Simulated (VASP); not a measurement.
# ZnCu (Pm-3m) in VASP: a series of runs

The runs below take ZnCu through single point, with PBE.

Program: VASP 6.6.1. These are calculated values, not measurements. Logs are shortened: lines on timing, memory, paths and dates and some standing lists are left out, and cuts for length are marked.

## (1) The cell of the first run

Symmetry: Pm-3m, No. 221, cubic system. Conventional cell: a = 2.920 Å, b = 2.920 Å, c = 2.920 Å, α = 90.00°, β = 90.00°, γ = 90.00°. Zn (site symmetry m-3m) has 8 Cu at 2.53 Å and 6 Zn at 2.92 Å within 3.3 Å. Cu (site symmetry m-3m) has 8 Zn at 2.53 Å and 6 Cu at 2.92 Å within 3.3 Å.

## (2) Single point, PBE

The input, INCAR:

```
SYSTEM = ZnCu
PREC = Accurate
ENCUT = 520
EDIFF = 1E-7
ISMEAR = 1
SIGMA = 0.1
LREAL = .FALSE.
LASPH = .TRUE.
NELM = 80
ALGO = Normal
ISIF = 2
LWAVE = .FALSE.
LCHARG = .TRUE.
GGA = PE
LELF = .TRUE.
LVHAR = .TRUE.
NBANDS = 18
```

The input, KPOINTS:

```
Automatic mesh
0
G
  10 10 10
  0 0 0
```

The input, POSCAR:

```
ZnCu
1.0
    2.9202509307      0.0000000000      0.0000000000
    0.0000000000      2.9202509307      0.0000000000
    0.0000000000      0.0000000000      2.9202509307
Zn Cu
1 1
Direct
    0.5000000000      0.5000000000      0.5000000000
    0.0000000000      0.0000000000      0.0000000000
```

Potentials or basis: VASP PAW PBE potentials, release 64 (Zn, Cu).

The run is started by

```bash
$ cat potpaw_PBE.64/Zn/POTCAR potpaw_PBE.64/Cu/POTCAR > POTCAR
$ mpirun -np 1 vasp_std > vasp.out
```

OUTCAR:

```text
SYSTEM = ZnCu
   PREC = Accurate
   ENCUT = 520
   EDIFF = 1E-7
   ISMEAR = 1
   LREAL = .FALSE.
   LASPH = .TRUE.
   NELM = 80
   ISIF = 2
   GGA = PE

 ion  position               nearest neighbor table
   1  0.500  0.500  0.500-   2 2.53   2 2.53   2 2.53   2 2.53   2 2.53   2 2.53   2 2.53   2 2.53

   2  0.000  0.000  0.000-   1 2.53   1 2.53   1 2.53   1 2.53   1 2.53   1 2.53   1 2.53   1 2.53

  LATTYP: Found a simple cubic cell.
 ALAT       =     2.9202509307

  Lattice vectors:

 A1 = (   2.9202509307,   0.0000000000,   0.0000000000)
 A2 = (   0.0000000000,   2.9202509307,   0.0000000000)
 A3 = (   0.0000000000,   0.0000000000,   2.9202509307)

Analysis of symmetry for initial positions (statically):
=====================================================================
 Subroutine PRICEL returns:
 Original cell was already a primitive cell.

 Routine SETGRP: Setting up the symmetry group for a
 simple cubic supercell.

 Subroutine GETGRP returns: Found 48 space group operations
 (whereof 48 operations were pure point group operations)
 out of a pool of 48 trial point group operations.

The static configuration has the point symmetry O_h .

Analysis of symmetry for dynamics (positions and initial velocities):
=====================================================================
 Subroutine PRICEL returns:
 Original cell was already a primitive cell.

 Routine SETGRP: Setting up the symmetry group for a
 simple cubic supercell.

 Subroutine GETGRP returns: Found 48 space group operations
 (whereof 48 operations were pure point group operations)
 out of a pool of 48 trial point group operations.

The dynamic configuration has the point symmetry O_h .

 Subroutine INISYM returns: Found 48 space group operations
 (whereof 48 operations are pure point group operations),
 and found     1 'primitive' translations

----------------------------------------------------------------------------------------

                                     Primitive cell

  volume of cell :      24.9035

  direct lattice vectors                    reciprocal lattice vectors
     2.920250931  0.000000000  0.000000000     0.342436326  0.000000000  0.000000000
     0.000000000  2.920250931  0.000000000     0.000000000  0.342436326  0.000000000
     0.000000000  0.000000000  2.920250931     0.000000000  0.000000000  0.342436326

  length of vectors
     2.920250931  2.920250931  2.920250931     0.342436326  0.342436326  0.342436326

  position of ions in fractional coordinates (direct lattice)
[... 79 lines left out ...]
   EDIFF  = 0.1E-06   stopping-criterion for ELM
   LREAL  =      F    real-space projection
   EDIFFG = 0.1E-05   stopping-criterion for IOM
   NSW    =      0    number of steps for IOM
   IBRION =     -1    ionic relax: 0-MD 1-quasi-New 2-CG
   NFREE  =      0    steps in history (QN), initial steepest desc. (CG)
   ISIF   =      2    stress and relaxation
   ISYM   =      2    0-nonsym 1-usesym 2-fastsym
   POTIM  = 0.5000    time-step for ionic-motion
   TEBEG  =    0.0;   TEEND  =   0.0 temperature during run
   PSTRESS=    0.0 pullay stress
   NELECT =      23.0000    total number of electrons
   NUPDOWN=      -1.0000    fix difference up-down
   EMIN   =  10.00;   EMAX   =-10.00  energy-range for DOS
   EFERMI =   0.00;   METHOD = LEGACY
   ISMEAR =     1;   SIGMA  =   0.10  broadening in eV -4-tet -1-fermi 0-gaus
   EFERMI_NEDOS =   21; number of points for ismear=-14 and -15
   IALGO  =     38    algorithm
   IMIX   =      4    mixing-type and parameters
     AMIX     =   0.40;   BMIX     =  1.00
     AMIX_MAG =   1.60;   BMIX_MAG =  1.00
  volume/ion in A,a.u.               =      12.45        84.03
  Fermi-wavevector in a.u.,A,eV,Ry     =   1.594278  3.012748 34.582214  2.541721
  Thomas-Fermi vector in A             =   2.692377
   LORBIT       =      0    0 simple, 1 ext, 2 COOP (PROOUT), +10 PAW based schemes
   GGA     = PE    functional components
   LHFCALC =     F    Hartree Fock is set to
   AEXX    =    0.0000 exact exchange contribution
   IVDW    =     0    specifies the selected vdW correction
   LEPSILON=     F    determine dielectric tensor
   LRPA    =     F    only Hartree local field effects (RPA)
 non-spin polarized calculation
 Methfessel and Paxton  Order N= 1 SIGMA  =   0.10
  energy-cutoff  :      520.00
  volume of cell :       24.90
 maximum number of plane-waves:       691
 NGX is ok and might be reduce to    24
   NGX = 11   NGY = 11   NGZ = 11

 number of electron      22.9999986 magnetization

 Free energy of the ion-electron system (eV)
  ---------------------------------------------------
  ext. energy  EPLUGINS =         0.00000000
  ---------------------------------------------------
  free energy    TOTEN  =        -4.98371202 eV

  energy without entropy =       -4.98454099  energy(sigma->0) =       -4.98398834

 E-fermi :   5.8999     XC(G=0): -12.5439

 val. band max:        5.8934056909   @ k =   0.4000   0.4000   0.4000
 cond. band min:       6.0500865446   @ k =   0.3000   0.1000   0.1000
 fundamental gap:      0.1566808537
 Fermi energy:         5.8999489549

 k-point     1 :       0.0000    0.0000    0.0000
  band No.  band energies     occupation
      1      -4.7497      2.00000
      2      -2.1506      2.00000
      3      -2.1506      2.00000
      4      -1.4126      2.00000
      5      -1.4126      2.00000
      6      -1.4126      2.00000
[... 481 lines left out ...]
      5      -1.4673      2.00000
      6      -1.3882      2.00000
[... 10 lines left out ...]
     17      20.4609      0.00000
     18      21.0013      0.00000

 [... further k-points ...]

------------------------ aborting loop because EDIFF is reached ----------------------------------------

  FORCE on cell =-STRESS in cart. coord.  units (eV):
  Direction    XX          YY          ZZ          XY          YZ          ZX
  --------------------------------------------------------------------------------------
  -------------------------------------------------------------------------------------
  Total        0.9853228      0.9853228      0.9853228      0.0000000     -0.0000000     -0.0000000
  in kB       63.3911474     63.3911474     63.3911474      0.0000000     -0.0000000     -0.0000000
  external PRESSURE =      63.3911474 kB  Pullay stress =       0.0000000 kB

 VOLUME and BASIS-vectors are now :
 -----------------------------------------------------------------------------
  energy-cutoff  :      520.00
  volume of cell :       24.90
      direct lattice vectors                 reciprocal lattice vectors
     2.920250931  0.000000000  0.000000000     0.342436326  0.000000000  0.000000000
     0.000000000  2.920250931  0.000000000     0.000000000  0.342436326  0.000000000
     0.000000000  0.000000000  2.920250931     0.000000000  0.000000000  0.342436326

 POSITION                                       TOTAL-FORCE (eV/Angst)
 -----------------------------------------------------------------------------------
      1.46013      1.46013      1.46013         0.000000      0.000000      0.000000
      0.00000      0.00000      0.00000         0.000000      0.000000      0.000000
 -----------------------------------------------------------------------------------
    total drift:                                0.000000      0.000000     -0.000000

  FREE ENERGIE OF THE ION-ELECTRON SYSTEM (eV)
  ---------------------------------------------------
  free  energy   TOTEN  =        -4.9837120163 eV

  energy  without entropy=       -4.9845409916  energy(sigma->0) =       -4.98398834
```

OSZICAR:

```text
N       E                     dE             d eps       ncg     rms          rms(c)
DAV:   1     0.116003584751E+03    0.11600E+03   -0.11412E+04  2160   0.214E+03
DAV:   2    -0.965370897178E+00   -0.11697E+03   -0.11187E+03  2034   0.303E+02
DAV:   3    -0.604272533706E+01   -0.50774E+01   -0.50009E+01  2272   0.776E+01
DAV:   4    -0.608577210227E+01   -0.43047E-01   -0.43030E-01  2320   0.668E+00
DAV:   5    -0.608633852675E+01   -0.56642E-03   -0.56641E-03  2286   0.776E-01    0.972E+00
DAV:   6    -0.589974474891E+01    0.18659E+00   -0.14398E+01  2156   0.915E+01    0.595E+00
DAV:   7    -0.499547371800E+01    0.90427E+00   -0.31574E+00  2178   0.875E+01    0.235E+00
DAV:   8    -0.499248507634E+01    0.29886E-02   -0.12268E-01  2696   0.447E+00    0.126E+00
DAV:   9    -0.498375440389E+01    0.87307E-02   -0.10032E-02  2286   0.226E+00    0.729E-02
DAV:  10    -0.498372660250E+01    0.27801E-04   -0.88509E-04  3052   0.657E-01    0.512E-02
DAV:  11    -0.498371329958E+01    0.13303E-04   -0.11188E-04  2476   0.303E-01    0.788E-03
DAV:  12    -0.498371214432E+01    0.11553E-05   -0.68843E-06  2752   0.483E-02    0.720E-04
DAV:  13    -0.498371192451E+01    0.21982E-06   -0.16926E-07  1704   0.567E-03    0.118E-03
DAV:  14    -0.498371201632E+01   -0.91810E-07   -0.29650E-08  1102   0.390E-03
   1 F= -.49837120E+01 E0= -.49839883E+01  d E =0.828975E-03
```

Wall time 19 s (1 thread of Intel Xeon 6975P-C, shared host); peak memory 0.15 GiB.

Results:

```yaml
Free_energy: -4.9837 eV
Pressure: 6.3 GPa
```

Levels at points of the mesh, in eV from the Fermi level:
```tsv
k point	band 10	band 11	band 12	band 13	band 14	band 15
(0.00, 0.00, 0.00)	-2.89	-2.89	6.21	6.21	6.21	11.31
(0.50, 0.00, 0.00)	-3.46	-2.97	-2.14	11.82	11.82	12.44
(0.50, 0.50, 0.00)	-2.65	-2.08	-2.08	1.76	2.09	14.10
(0.50, 0.50, 0.50)	-2.63	3.93	4.29	4.29	4.29	4.48
```

## (3) Single point, PBE

This run uses another cell than the first one, of 12.77 Å³/atom, 1.026 times its volume.

The input, INCAR:

```
ALGO = Normal
EDIFF = 1E-6
ENCUT = 520
GGA = PE
ISIF = 2
ISMEAR = 1
LASPH = T
LCHARG = T
LELF = T
LREAL = F
LVHAR = T
LWAVE = F
NBANDS = 18
NELM = 80
PREC = Accurate
SIGMA = 0.1
```

The input, KPOINTS:

```
k-points
0
Gamma
  10 10 10
```

The input, POSCAR:

```
ZnCu
1.0
    2.9450000000      0.0000000000      0.0000000000
    0.0000000000      2.9450000000      0.0000000000
    0.0000000000      0.0000000000      2.9450000000
Zn Cu
1 1
Direct
    0.5000000000      0.5000000000      0.5000000000
    0.0000000000      0.0000000000      0.0000000000
```

Potentials or basis: VASP PAW PBE potentials, release 64 (Zn, Cu).

The run is started by

```bash
$ cat potpaw_PBE.64/Zn/POTCAR potpaw_PBE.64/Cu/POTCAR > POTCAR
$ mpirun -np 1 vasp_std > vasp.out
```

OUTCAR:

```text
EDIFF = 1E-6
   ENCUT = 520
   GGA = PE
   ISIF = 2
   ISMEAR = 1
   LASPH = T
   LREAL = F
   NELM = 80
   PREC = Accurate

 ion  position               nearest neighbor table
   1  0.500  0.500  0.500-   2 2.55   2 2.55   2 2.55   2 2.55   2 2.55   2 2.55   2 2.55   2 2.55

   2  0.000  0.000  0.000-   1 2.55   1 2.55   1 2.55   1 2.55   1 2.55   1 2.55   1 2.55   1 2.55

  LATTYP: Found a simple cubic cell.
 ALAT       =     2.9450000000

  Lattice vectors:

[... 689 lines left out ...]

 [... further k-points ...]

------------------------ aborting loop because EDIFF is reached ----------------------------------------

  FORCE on cell =-STRESS in cart. coord.  units (eV):
  Direction    XX          YY          ZZ          XY          YZ          ZX
  --------------------------------------------------------------------------------------
  -------------------------------------------------------------------------------------
  Total        0.4558378      0.4558378      0.4558378      0.0000000      0.0000000     -0.0000000
  in kB       28.5933509     28.5933509     28.5933509      0.0000000      0.0000000     -0.0000000
  external PRESSURE =      28.5933509 kB  Pullay stress =       0.0000000 kB

 VOLUME and BASIS-vectors are now :
 -----------------------------------------------------------------------------
  energy-cutoff  :      520.00
  volume of cell :       25.54
      direct lattice vectors                 reciprocal lattice vectors
     2.945000000  0.000000000  0.000000000     0.339558574  0.000000000  0.000000000
     0.000000000  2.945000000  0.000000000     0.000000000  0.339558574  0.000000000
     0.000000000  0.000000000  2.945000000     0.000000000  0.000000000  0.339558574

 POSITION                                       TOTAL-FORCE (eV/Angst)
 -----------------------------------------------------------------------------------
      1.47250      1.47250      1.47250         0.000000      0.000000      0.000000
      0.00000      0.00000      0.00000         0.000000      0.000000      0.000000
 -----------------------------------------------------------------------------------
    total drift:                                0.000000      0.000000     -0.000000

  FREE ENERGIE OF THE ION-ELECTRON SYSTEM (eV)
  ---------------------------------------------------
  free  energy   TOTEN  =        -5.0021565102 eV

  energy  without entropy=       -5.0028138525  energy(sigma->0) =       -5.00237562
```

It took 12 s on 1 thread of Intel Xeon 6975P-C, shared host; peak memory 0.16 GiB.

What came out:

| Quantity | Value |
| --- | --- |
| Free energy | -5.0022 eV |
| Pressure | 2.9 GPa |

Levels at points of the mesh, in eV from the Fermi level:
```
           k point  band 10  band 11  band 12  band 13  band 14  band 15
(0.00, 0.00, 0.00)    -2.83    -2.83     6.14     6.14     6.14    11.16
(0.50, 0.00, 0.00)    -3.37    -2.90    -2.10    11.62    11.62    12.25
(0.50, 0.50, 0.00)    -2.59    -1.98    -1.98     1.66     2.01    13.84
(0.50, 0.50, 0.50)    -2.57     3.76     4.25     4.25     4.25     4.42
```

## (4) Single point, PBE

This run uses another cell than the first one, of 13.09 Å³/atom, 1.051 times its volume.

The input, INCAR:

```
  ALGO = Normal
  EDIFF = 1E-7
  ENCUT = 520
  GGA = PE
  ISIF = 2
  ISMEAR = 1
  LASPH = True
  LCHARG = False
  LREAL = False
  LWAVE = False
  NBANDS = 18
  NELM = 100
  PREC = Accurate
  SIGMA = 0.1
```

KPOINTS is that of step 3.

The input, POSCAR:

```
ZnCu
1.0
    2.9693399468      0.0000000000      0.0000000000
    0.0000000000      2.9693399468      0.0000000000
    0.0000000000      0.0000000000      2.9693399468
Zn Cu
1 1
Direct
    0.5000000000      0.5000000000      0.5000000000
    0.0000000000      0.0000000000      0.0000000000
```

Potentials or basis: VASP PAW PBE potentials, release 64 (Zn, Cu).

The run is started by

```bash
$ cat potpaw_PBE.64/Zn/POTCAR potpaw_PBE.64/Cu/POTCAR > POTCAR
$ mpirun -np 1 vasp_std > vasp.out
```

OUTCAR:

```text
EDIFF = 1E-7
   ENCUT = 520
   GGA = PE
   ISIF = 2
   ISMEAR = 1
   LASPH = True
   LREAL = False
   NELM = 100
   PREC = Accurate

 ion  position               nearest neighbor table
   1  0.500  0.500  0.500-   2 2.57   2 2.57   2 2.57   2 2.57   2 2.57   2 2.57   2 2.57   2 2.57

   2  0.000  0.000  0.000-   1 2.57   1 2.57   1 2.57   1 2.57   1 2.57   1 2.57   1 2.57   1 2.57

  LATTYP: Found a simple cubic cell.
 ALAT       =     2.9693399468

  Lattice vectors:

[... 692 lines left out ...]
------------------------ aborting loop because EDIFF is reached ----------------------------------------

  FORCE on cell =-STRESS in cart. coord.  units (eV):
  Direction    XX          YY          ZZ          XY          YZ          ZX
  --------------------------------------------------------------------------------------
  -------------------------------------------------------------------------------------
  Total       -0.0139060     -0.0139060     -0.0139060      0.0000000     -0.0000000      0.0000000
  in kB       -0.8510096     -0.8510096     -0.8510096      0.0000000     -0.0000000      0.0000000
  external PRESSURE =      -0.8510096 kB  Pullay stress =       0.0000000 kB

 VOLUME and BASIS-vectors are now :
 -----------------------------------------------------------------------------
  energy-cutoff  :      520.00
  volume of cell :       26.18
      direct lattice vectors                 reciprocal lattice vectors
     2.969339947  0.000000000  0.000000000     0.336775182  0.000000000  0.000000000
     0.000000000  2.969339947  0.000000000     0.000000000  0.336775182  0.000000000
     0.000000000  0.000000000  2.969339947     0.000000000  0.000000000  0.336775182

 POSITION                                       TOTAL-FORCE (eV/Angst)
 -----------------------------------------------------------------------------------
      1.48467      1.48467      1.48467         0.000000      0.000000      0.000000
      0.00000      0.00000      0.00000         0.000000      0.000000      0.000000
 -----------------------------------------------------------------------------------
    total drift:                                0.000000      0.000000     -0.000000

  FREE ENERGIE OF THE ION-ELECTRON SYSTEM (eV)
  ---------------------------------------------------
  free  energy   TOTEN  =        -5.0078076528 eV

  energy  without entropy=       -5.0083383575  energy(sigma->0) =       -5.00798455
```

OSZICAR:

```text
N       E                     dE             d eps       ncg     rms          rms(c)
DAV:   1     0.117047260457E+03    0.11705E+03   -0.11507E+04  2152   0.212E+03
DAV:   2    -0.905957108544E+00   -0.11795E+03   -0.11285E+03  2020   0.304E+02
DAV:   3    -0.602115403384E+01   -0.51152E+01   -0.50690E+01  2276   0.781E+01
DAV:   4    -0.606299588689E+01   -0.41842E-01   -0.41828E-01  2312   0.651E+00
DAV:   5    -0.606358242833E+01   -0.58654E-03   -0.58650E-03  2264   0.794E-01    0.933E+00
DAV:   6    -0.596274028142E+01    0.10084E+00   -0.14647E+01  2146   0.897E+01    0.610E+00
DAV:   7    -0.501719501759E+01    0.94555E+00   -0.31894E+00  2168   0.845E+01    0.214E+00
DAV:   8    -0.501616267982E+01    0.10323E-02   -0.13557E-01  2768   0.492E+00    0.118E+00
DAV:   9    -0.500782460351E+01    0.83381E-02   -0.11785E-02  2266   0.237E+00    0.585E-02
DAV:  10    -0.500782143127E+01    0.31722E-05   -0.77236E-04  3064   0.581E-01    0.516E-02
DAV:  11    -0.500780942247E+01    0.12009E-04   -0.11595E-04  2348   0.303E-01    0.954E-03
DAV:  12    -0.500780784433E+01    0.15781E-05   -0.90959E-06  2604   0.623E-02    0.798E-04
DAV:  13    -0.500780760477E+01    0.23956E-06   -0.26997E-07  2024   0.569E-03    0.101E-03
DAV:  14    -0.500780765276E+01   -0.47985E-07   -0.99660E-09  1112   0.215E-03
   1 F= -.50078077E+01 E0= -.50079846E+01  d E =0.530705E-03
```

Run time: 22 s. Hardware: 1 thread of Intel Xeon 6975P-C, shared host; peak memory 0.15 GiB.

What came out:

- Free energy: -5.0078 eV
- Pressure: -0.1 GPa

Levels at points of the mesh, in eV from the Fermi level:
```csv
k point,band 9,band 10,band 11,band 12,band 13,band 14,band 15,band 16
"(0.00, 0.00, 0.00)",-2.77,-2.77,-2.77,6.07,6.07,6.07,11.02,11.02
"(0.50, 0.00, 0.00)",-3.29,-3.29,-2.84,-2.07,11.42,11.42,12.06,12.06
"(0.50, 0.50, 0.00)",-2.92,-2.54,-1.89,-1.89,1.57,1.93,13.59,15.24
"(0.50, 0.50, 0.50)",-2.52,-2.52,3.60,4.21,4.21,4.21,4.36,4.36
```

## (5) Summary

```csv
cell,gap on the mesh (eV),pressure (GPa)
"a = 2.920 Å, 2 atoms",none,6.3
"a = 2.945 Å, 2 atoms",none,2.9
"a = 2.969 Å, 2 atoms",none,-0.1
```

Alike in all rows: task single point; level PBE; potentials or basis VASP PAW PBE potentials, release 64 (Zn, Cu); no spin polarisation; k mesh 10 × 10 × 10; cutoff (eV) 520; smearing methfessel-paxton 0.1 eV.

Absolute energies hang on the potentials; compare differences alone.
